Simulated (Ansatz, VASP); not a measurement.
**Hf2N in VASP and in Ansatz**

```
Hf N
1.0
     5.29554    0.00000    0.00000
     0.00000    5.29554    0.00000
     0.00000    0.00000    3.22745
Hf N
4 2
Direct
  0.29546 0.29546 0.00000
  0.70454 0.70454 0.00000
  0.79546 0.20454 0.50000
  0.20454 0.79546 0.50000
  0.00000 0.00000 0.00000
  0.50000 0.50000 0.50000
```

Alike in both runs: functional PBEsol; k mesh 8 × 8 × 12; occupations gaussian, width 0.1 eV; no spin polarisation.

Ansatz relaxed the structure, and its values are those at the end. VASP's run is a single point on that final structure, the one shown.

```csv
,VASP,Ansatz
version,VASP 6.6.1,Ansatz 0.2.0
potentials or method,"VASP PAW PBE potentials, release 64 (Hf_pv, N), cutoff 520 eV","scalar-relativistic, plane waves, PAW"
valence electrons in the cell,50,114
```

Ansatz gave:

- gap on the k mesh at the Fermi level (eV): none
- pressure (GPa): 0.0

Task: Estimate VASP's values.

Result: gap on the k mesh at the Fermi level (eV): none; pressure (GPa): -1.0.

VASP's potentials were made for PBE, not for PBEsol. A gap of «none» marks a metal or a gap that the smearing closes. VASP's potentials hold 50 valence electrons a cell and Ansatz's 114, so a difference there can come from the potentials and not from the codes.

Neither program's run includes spin-orbit coupling.
